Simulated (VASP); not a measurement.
# CdS (F-43m) in VASP: a series of runs

Runs on CdS. Level: PBE. Tasks: single point, relaxation of cell and atoms.

All numbers are computed with VASP 6.6.1; they aren't measurements. Logs are shortened: lines on timing, memory, paths and dates and some standing lists are left out, and cuts for length are marked.

### Step 1. The cell of the first run

It takes space group F-43m (No. 216, cubic). Conventional cell: a = 5.928 Å, b = 5.928 Å, c = 5.928 Å, α = 90.00°, β = 90.00°, γ = 90.00°. Within 3.4 Å of Cd (site symmetry -43m) lie 4 S at 2.57 Å. S (site symmetry -43m) has 4 Cd at 2.57 Å within 3.4 Å.

### Step 2. Single point, PBE

Input file INCAR:

```
SYSTEM = CdS
  ALGO = Normal
  EDIFF = 1E-6
  ENCUT = 500
  GGA = PE
  GGA_COMPAT = .FALSE.
  ISIF = 2
  ISMEAR = 1
  LASPH = .TRUE.
  LCHARG = .FALSE.
  LREAL = .FALSE.
  LWAVE = .FALSE.
  NBANDS = 16
  NELM = 120
  PREC = Accurate
  SIGMA = 0.02
```

Input file KPOINTS:

```
k-points
0
G
  6 6 6
  0 0 0
```

Input file POSCAR:

```
CdS
1.0
    0.0000000000      2.9638032704      2.9638032704
    2.9638032704      0.0000000000      2.9638032704
    2.9638032704      2.9638032704      0.0000000000
Cd S
1 1
Direct
    0.0000000000      0.0000000000      0.0000000000
    0.2500000000      0.2500000000      0.2500000000
```

Potentials or basis: VASP PAW PBE potentials, release 64 (Cd, S).

Launch:

```console
cat potpaw_PBE.64/Cd/POTCAR potpaw_PBE.64/S/POTCAR > POTCAR
mpirun -np 1 vasp_std > vasp.out
```

OUTCAR:

```text
SYSTEM = CdS
   EDIFF = 1E-6
   ENCUT = 500
   GGA = PE
   ISIF = 2
   ISMEAR = 1
   LASPH = .TRUE.
   LREAL = .FALSE.
   NELM = 120
   PREC = Accurate

 ion  position               nearest neighbor table
   1  0.000  0.000  0.000-   2 2.57   2 2.57   2 2.57   2 2.57
   2  0.250  0.250  0.250-   1 2.57   1 2.57   1 2.57   1 2.57

  LATTYP: Found a face centered cubic cell.
 ALAT       =     5.9276065408

  Lattice vectors:

 A1 = (   0.0000000000,   2.9638032704,   2.9638032704)
 A2 = (   2.9638032704,   0.0000000000,   2.9638032704)
 A3 = (   2.9638032704,   2.9638032704,   0.0000000000)

Analysis of symmetry for initial positions (statically):
=====================================================================
 Subroutine PRICEL returns:
 Original cell was already a primitive cell.

 Routine SETGRP: Setting up the symmetry group for a
 face centered cubic supercell.

 Subroutine GETGRP returns: Found 24 space group operations
 (whereof 24 operations were pure point group operations)
 out of a pool of 48 trial point group operations.

The static configuration has the point symmetry T_d .

Analysis of symmetry for dynamics (positions and initial velocities):
=====================================================================
 Subroutine PRICEL returns:
 Original cell was already a primitive cell.

 Routine SETGRP: Setting up the symmetry group for a
 face centered cubic supercell.

 Subroutine GETGRP returns: Found 24 space group operations
 (whereof 24 operations were pure point group operations)
 out of a pool of 48 trial point group operations.

The dynamic configuration has the point symmetry T_d .

 Subroutine INISYM returns: Found 24 space group operations
 (whereof 24 operations are pure point group operations),
 and found     1 'primitive' translations

----------------------------------------------------------------------------------------

                                     Primitive cell

  volume of cell :      52.0689

  direct lattice vectors                    reciprocal lattice vectors
     0.000000000  2.963803270  2.963803270    -0.168702155  0.168702155  0.168702155
     2.963803270  0.000000000  2.963803270     0.168702155 -0.168702155  0.168702155
     2.963803270  2.963803270  0.000000000     0.168702155  0.168702155 -0.168702155

  length of vectors
     4.191450781  4.191450781  4.191450781     0.292200705  0.292200705  0.292200705

  position of ions in fractional coordinates (direct lattice)
     0.000000000  0.000000000  0.000000000
     0.250000000  0.250000000  0.250000000

  ion indices of the primitive-cell ions
   primitive index   ion index
                 1           1
                 2           2

----------------------------------------------------------------------------------------

 KPOINTS: k-points

Automatic generation of k-mesh.
 Grid dimensions read from file:
 generate k-points for:    6    6    6

 Generating k-lattice:

  Cartesian coordinates                     Fractional coordinates (reciprocal lattice)
    -0.028117026  0.028117026  0.028117026     0.166666667  0.000000000  0.000000000
     0.028117026 -0.028117026  0.028117026     0.000000000  0.166666667  0.000000000
     0.028117026  0.028117026 -0.028117026     0.000000000  0.000000000  0.166666667

  Length of vectors
     0.048700117  0.048700117  0.048700117

  Shift w.r.t. Gamma in fractional coordinates (k-lattice)
     0.000000000  0.000000000  0.000000000

 Subroutine IBZKPT returns following result:
 ===========================================

 Found     16 irreducible k-points:

 Following reciprocal coordinates:
            Coordinates               Weight
  0.000000  0.000000  0.000000      1.000000
  0.166667  0.000000  0.000000      8.000000
  0.333333  0.000000  0.000000      8.000000
  0.500000  0.000000  0.000000      4.000000
  0.166667  0.166667  0.000000      6.000000
  0.333333  0.166667  0.000000     24.000000
[... 8 lines left out ...]
 -0.333333  0.333333  0.166667     24.000000
 -0.333333  0.500000  0.166667     12.000000
   k-points           NKPTS =     16   k-points in BZ     NKDIM =     16   number of bands    NBANDS=     16
   number of dos      NEDOS =    301   number of ions     NIONS =      2
   total plane-waves  NPLWV =  32768
   dimension x,y,z NGX =    32 NGY =   32 NGZ =   32
   dimension x,y,z NGXF=    64 NGYF=   64 NGZF=   64
   ions per type =               1   1
   NGX,Y,Z   is equivalent  to a cutoff of  12.69, 12.69, 12.69 a.u.
   NGXF,Y,Z  is equivalent  to a cutoff of  25.38, 25.38, 25.38 a.u.
 SYSTEM =  CdS
   PREC   = accura    normal or accurate (medium, high low for compatibility)
   ISTART =      0    job   : 0-new  1-cont  2-samecut
   ICHARG =      2    charge: 1-file 2-atom 10-const
   ISPIN  =      1    spin polarized calculation?
   LNONCOLLINEAR =      F non collinear calculations
   LSORBIT =      F    spin-orbit coupling
   LASPH  =      T    aspherical Exc in radial PAW
   ENCUT  =  500.0 eV  36.75 Ry    6.06 a.u.   7.64  7.64  7.64*2*pi/ulx,y,z
   NELM   =    120;   NELMIN=  2; NELMDL= -5     # of ELM steps
   EDIFF  = 0.1E-05   stopping-criterion for ELM
   LREAL  =      F    real-space projection
   EDIFFG = 0.1E-04   stopping-criterion for IOM
   NSW    =      0    number of steps for IOM
   IBRION =     -1    ionic relax: 0-MD 1-quasi-New 2-CG
   NFREE  =      0    steps in history (QN), initial steepest desc. (CG)
   ISIF   =      2    stress and relaxation
   ISYM   =      2    0-nonsym 1-usesym 2-fastsym
   POTIM  = 0.5000    time-step for ionic-motion
   TEBEG  =    0.0;   TEEND  =   0.0 temperature during run
   PSTRESS=    0.0 pullay stress
   NELECT =      18.0000    total number of electrons
   NUPDOWN=      -1.0000    fix difference up-down
   EMIN   =  10.00;   EMAX   =-10.00  energy-range for DOS
   EFERMI =   0.00;   METHOD = LEGACY
   ISMEAR =     1;   SIGMA  =   0.02  broadening in eV -4-tet -1-fermi 0-gaus
   EFERMI_NEDOS =   21; number of points for ismear=-14 and -15
   IALGO  =     38    algorithm
   IMIX   =      4    mixing-type and parameters
     AMIX     =   0.40;   BMIX     =  1.00
     AMIX_MAG =   1.60;   BMIX_MAG =  1.00
  volume/ion in A,a.u.               =      26.03       175.69
  Fermi-wavevector in a.u.,A,eV,Ry     =   1.148964  2.171226 17.961289  1.320118
  Thomas-Fermi vector in A             =   2.285636
   LORBIT       =      0    0 simple, 1 ext, 2 COOP (PROOUT), +10 PAW based schemes
   GGA     = PE    functional components
   LHFCALC =     F    Hartree Fock is set to
   AEXX    =    0.0000 exact exchange contribution
   IVDW    =     0    specifies the selected vdW correction
   LEPSILON=     F    determine dielectric tensor
   LRPA    =     F    only Hartree local field effects (RPA)
 non-spin polarized calculation
 Methfessel and Paxton  Order N= 1 SIGMA  =   0.02
  energy-cutoff  :      500.00
  volume of cell :       52.07
 maximum number of plane-waves:      1363
 NGX is ok and might be reduce to    32
   NGX = 15   NGY = 15   NGZ = 15

 number of electron      18.0000001 magnetization

 Free energy of the ion-electron system (eV)
  ---------------------------------------------------
  ext. energy  EPLUGINS =         0.00000000
  ---------------------------------------------------
  free energy    TOTEN  =        -6.14505969 eV

  energy without entropy =       -6.14507580  energy(sigma->0) =       -6.14506506

 E-fermi :   0.9325     XC(G=0):  -8.9246

 val. band max:        0.9156585864   @ k =   0.0000   0.0000   0.0000
 cond. band min:       1.9568405719   @ k =   0.0000   0.0000   0.0000
 fundamental gap:      1.0411819855
 Fermi energy:         0.9324961062

 k-point     1 :       0.0000    0.0000    0.0000
  band No.  band energies     occupation
      1     -11.1697      2.00000
      2      -6.6532      2.00000
      3      -6.6532      2.00000
      4      -6.6532      2.00000
      5      -6.2368      2.00000
      6      -6.2368      2.00000
[... 8 lines left out ...]
     15      12.3193      0.00000
     16      12.3193      0.00000

 k-point     2 :       0.1667    0.0000    0.0000
  band No.  band energies     occupation
      1     -11.0744      2.00000
      2      -6.6201      2.00000
      3      -6.6201      2.00000
      4      -6.5581      2.00000
      5      -6.2373      2.00000
      6      -6.2373      2.00000
[... 8 lines left out ...]
     15      11.5591      0.00000
     16      12.6063      0.00000

 k-point     3 :       0.3333    0.0000    0.0000
  band No.  band energies     occupation
      1     -10.8831      2.00000
      2      -6.5661      2.00000
      3      -6.5661      2.00000
      4      -6.2225      2.00000
      5      -6.2221      2.00000
      6      -6.2221      2.00000
[... 8 lines left out ...]
     15      11.9516      0.00000
     16      11.9516      0.00000

 k-point     4 :       0.5000    0.0000    0.0000
  band No.  band energies     occupation
      1     -10.7882      2.00000
      2      -6.5475      2.00000
      3      -6.5475      2.00000
      4      -6.2040      2.00000
      5      -6.2040      2.00000
      6      -5.8976      2.00000
[... 8 lines left out ...]
     15      13.3528      0.00000
     16      13.3528      0.00000
[... 172 lines left out ...]
 k-point    14 :       0.5000    0.3333    0.1667
  band No.  band energies     occupation
      1     -10.7612      2.00000
      2      -6.4872      2.00000
      3      -6.4783      2.00000
      4      -6.3153      2.00000
      5      -6.2019      2.00000
      6      -5.9658      2.00000
[... 8 lines left out ...]
     15      13.7160      0.00000
     16      13.9842      0.00000

 k-point    15 :      -0.3333    0.3333    0.1667
  band No.  band energies     occupation
      1     -10.7008      2.00000
      2      -6.4825      2.00000
      3      -6.4461      2.00000
      4      -6.2707      2.00000
      5      -6.2196      2.00000
      6      -5.7434      2.00000
[... 8 lines left out ...]
     15      13.2370      0.00000
     16      14.0668      0.00000

 k-point    16 :      -0.3333    0.5000    0.1667
  band No.  band energies     occupation
      1     -10.6713      2.00000
      2      -6.4466      2.00000
      3      -6.4168      2.00000
      4      -6.3028      2.00000
      5      -6.1995      2.00000
      6      -5.7172      2.00000
[... 8 lines left out ...]
     15      13.9675      0.00000
     16      14.0615      0.00000

------------------------ aborting loop because EDIFF is reached ----------------------------------------

  FORCE on cell =-STRESS in cart. coord.  units (eV):
  Direction    XX          YY          ZZ          XY          YZ          ZX
  --------------------------------------------------------------------------------------
  -------------------------------------------------------------------------------------
  Total        0.0859007      0.0859007      0.0859007      0.0000000      0.0000000      0.0000000
  in kB        2.6431954      2.6431954      2.6431954      0.0000000      0.0000000      0.0000000
  external PRESSURE =       2.6431954 kB  Pullay stress =       0.0000000 kB

 VOLUME and BASIS-vectors are now :
 -----------------------------------------------------------------------------
  energy-cutoff  :      500.00
  volume of cell :       52.07
      direct lattice vectors                 reciprocal lattice vectors
     0.000000000  2.963803270  2.963803270    -0.168702155  0.168702155  0.168702155
     2.963803270  0.000000000  2.963803270     0.168702155 -0.168702155  0.168702155
     2.963803270  2.963803270  0.000000000     0.168702155  0.168702155 -0.168702155

 POSITION                                       TOTAL-FORCE (eV/Angst)
 -----------------------------------------------------------------------------------
      0.00000      0.00000      0.00000         0.000000      0.000000      0.000000
      1.48190      1.48190      1.48190        -0.000000      0.000000     -0.000000
 -----------------------------------------------------------------------------------
    total drift:                               -0.000000     -0.000000      0.000000

  FREE ENERGIE OF THE ION-ELECTRON SYSTEM (eV)
  ---------------------------------------------------
  free  energy   TOTEN  =        -6.1450596910 eV

  energy  without entropy=       -6.1450757963  energy(sigma->0) =       -6.14506506
```

Run time: 21 s. Hardware: 1 thread of AMD EPYC 7R43 (Zen 3), shared host; peak memory 0.14 GiB.

What came out:

```
Free energy            : -6.1451 eV
Pressure               : 0.3 GPa
Band gap on the k mesh : 1.04 eV
```

Levels at points of the mesh, in eV from the valence-band top:
| k point | band 6 | band 7 | band 8 | band 9 | band 10 | band 11 | band 12 | band 13 |
| --- | --- | --- | --- | --- | --- | --- | --- | --- |
| (0.00, 0.00, 0.00) | -7.15 | 0.00 | 0.00 | 0.00 | 1.04 | 6.55 | 6.55 | 6.55 |
| (0.50, 0.00, 0.00) | -6.81 | -4.12 | -0.68 | -0.68 | 2.94 | 7.00 | 7.00 | 7.33 |
| (0.50, 0.50, 0.00) | -6.75 | -3.75 | -1.72 | -1.72 | 3.63 | 4.28 | 9.03 | 10.49 |

### Step 3. Relaxation of cell and atoms, PBE

This run uses another cell than the first one, of 29.08 Å³/atom.

Input file INCAR:

```
ALGO = Normal
EDIFF = 1E-7
EDIFFG = -0.01
ENCUT = 500
GGA = PE
GGA_COMPAT = F
IBRION = 2
ISIF = 3
ISMEAR = 1
LASPH = T
LCHARG = F
LREAL = F
LWAVE = F
NELM = 120
NELMIN = 4
NSW = 60
PREC = Accurate
SIGMA = 0.02
```

Input file KPOINTS:

```
k-points
0
Gamma
  6 6 6
```

Input file POSCAR:

```
CdS
1.0
    0.0000000000      3.0750000000      3.0750000000
    3.0750000000      0.0000000000      3.0750000000
    3.0750000000      3.0750000000      0.0000000000
Cd S
1 1
Direct
    0.0000000000      0.0000000000      0.0000000000
    0.2500000000      0.2500000000      0.2500000000
```

Potentials or basis: VASP PAW PBE potentials, release 64 (Cd, S).

Launch:

```console
cat potpaw_PBE.64/Cd/POTCAR potpaw_PBE.64/S/POTCAR > POTCAR
mpirun -np 1 vasp_std > vasp.out
```

OUTCAR:

```text
EDIFF = 1E-7
   EDIFFG = -0.01
   ENCUT = 500
   GGA = PE
   IBRION = 2
   ISIF = 3
   ISMEAR = 1
   LASPH = T
   LREAL = F
   NELM = 120
   NELMIN = 4
   NSW = 60
   PREC = Accurate

 ion  position               nearest neighbor table
   1  0.000  0.000  0.000-   2 2.66   2 2.66   2 2.66   2 2.66
   2  0.250  0.250  0.250-   1 2.66   1 2.66   1 2.66   1 2.66

  LATTYP: Found a face centered cubic cell.
 ALAT       =     6.1500000000

  Lattice vectors:

 A1 = (   0.0000000000,   3.0750000000,   3.0750000000)
 A2 = (   3.0750000000,   0.0000000000,   3.0750000000)
 A3 = (   3.0750000000,   3.0750000000,   0.0000000000)

Analysis of symmetry for initial positions (statically):
=====================================================================
 Subroutine PRICEL returns:
 Original cell was already a primitive cell.

 Routine SETGRP: Setting up the symmetry group for a
 face centered cubic supercell.

 Subroutine GETGRP returns: Found 24 space group operations
 (whereof 24 operations were pure point group operations)
 out of a pool of 48 trial point group operations.

The static configuration has the point symmetry T_d .

Analysis of symmetry for dynamics (positions and initial velocities):
[... 143 lines left out ...]
 number of electron      18.0000008 magnetization

 Free energy of the ion-electron system (eV)
  ---------------------------------------------------
  ext. energy  EPLUGINS =         0.00000000
  ---------------------------------------------------
  free energy    TOTEN  =        -6.05756679 eV

  energy without entropy =       -6.05758290  energy(sigma->0) =       -6.05757216

------------------------ aborting loop because EDIFF is reached ----------------------------------------

  FORCE on cell =-STRESS in cart. coord.  units (eV):
  Direction    XX          YY          ZZ          XY          YZ          ZX
  --------------------------------------------------------------------------------------
  -------------------------------------------------------------------------------------
  Total       -1.6037616     -1.6037616     -1.6037616      0.0000000      0.0000000     -0.0000000
  in kB      -44.1860346    -44.1860346    -44.1860346      0.0000000      0.0000000     -0.0000000
  external PRESSURE =     -44.1860346 kB  Pullay stress =       0.0000000 kB
[... 59 lines left out ...]
--------------------------------------- Ionic step        3  -------------------------------------------

 number of electron      18.0000000 magnetization

 Free energy of the ion-electron system (eV)
  ---------------------------------------------------
  ext. energy  EPLUGINS =         0.00000000
  ---------------------------------------------------
  free energy    TOTEN  =        -6.14616980 eV

  energy without entropy =       -6.14618590  energy(sigma->0) =       -6.14617517

 E-fermi :   0.8947     XC(G=0):  -8.9030

 val. band max:        0.8778713978   @ k =   0.0000   0.0000   0.0000
 cond. band min:       1.9084783275   @ k =   0.0000   0.0000   0.0000
 fundamental gap:      1.0306069297
 Fermi energy:         0.8947089231

 k-point     1 :       0.0000    0.0000    0.0000
  band No.  band energies     occupation
      1     -11.1810      2.00000
      2      -6.6768      2.00000
      3      -6.6768      2.00000
      4      -6.6768      2.00000
      5      -6.2662      2.00000
      6      -6.2662      2.00000
      7       0.8779      2.00000
      8       0.8779      2.00000
      9       0.8779      2.00000
     10       1.9085      0.00000
     11       7.4268      0.00000
     12       7.4268      0.00000
     13       7.4268      0.00000
[... 267 lines left out ...]
  FREE ENERGIE OF THE ION-ELECTRON SYSTEM (eV)
  ---------------------------------------------------
  free  energy   TOTEN  =        -6.1461697967 eV

  energy  without entropy=       -6.1461859020  energy(sigma->0) =       -6.14617517

 reached required accuracy - stopping structural energy minimisation
```

OSZICAR:

```text
N       E                     dE             d eps       ncg     rms          rms(c)
DAV:   1     0.109535750057E+03    0.10954E+03   -0.87171E+03   416   0.120E+03
DAV:   2    -0.127979668911E+01   -0.11082E+03   -0.10437E+03   471   0.289E+02
DAV:   3    -0.660913337559E+01   -0.53293E+01   -0.53142E+01   481   0.654E+01
[... 29 lines left out ...]
DAV:   4    -0.614619929075E+01    0.26587E-03   -0.37494E-04   436   0.212E-01    0.822E-02
DAV:   5    -0.614616933958E+01    0.29951E-04   -0.84307E-05   496   0.142E-01    0.195E-02
DAV:   6    -0.614616944057E+01   -0.10099E-06   -0.10974E-05   431   0.455E-02    0.123E-02
DAV:   7    -0.614616980304E+01   -0.36248E-06   -0.11535E-06   451   0.869E-03    0.445E-03
DAV:   8    -0.614616979675E+01    0.62971E-08   -0.27711E-07   421   0.743E-03
   3 F= -.61461698E+01 E0= -.61461752E+01  d E =-.886030E-01
```

It took 37 s on 1 thread of AMD EPYC 7R43 (Zen 3), shared host; peak memory 0.15 GiB.

What came out:

```
Free energy                           : -6.1462 eV
Relaxed volume                        : 26.16 Å³/atom
Relaxed cell                          : a = 4.198 Å, b = 4.198 Å, c = 4.198 Å, α = 60.00°, β = 60.00°, γ = 60.00°
Space group after relaxing (to 0.1 Å) : F-43m (No. 216)
Energy gained by relaxing             : 44.3 meV/atom
Ionic steps                           : 3
Pressure after relaxing               : 0.0 GPa
Band gap on the k mesh                : 1.03 eV
```

Step by step:
```
step  energy change (eV)  largest force (eV/Å)  pressure (GPa)  volume (Å³)
   1              0.0000                0.0000           -4.42        58.15
   2             -0.0872                0.0000            0.70        51.66
   3             -0.0886                0.0000            0.01        52.31
```

Final structure:
```
Cd S
1.0
     0.00000    2.96846    2.96846
     2.96846    0.00000    2.96846
     2.96846    2.96846    0.00000
Cd S
1 1
Cartesian
  0.0000 0.0000 0.0000
  1.4842 1.4842 1.4842
```
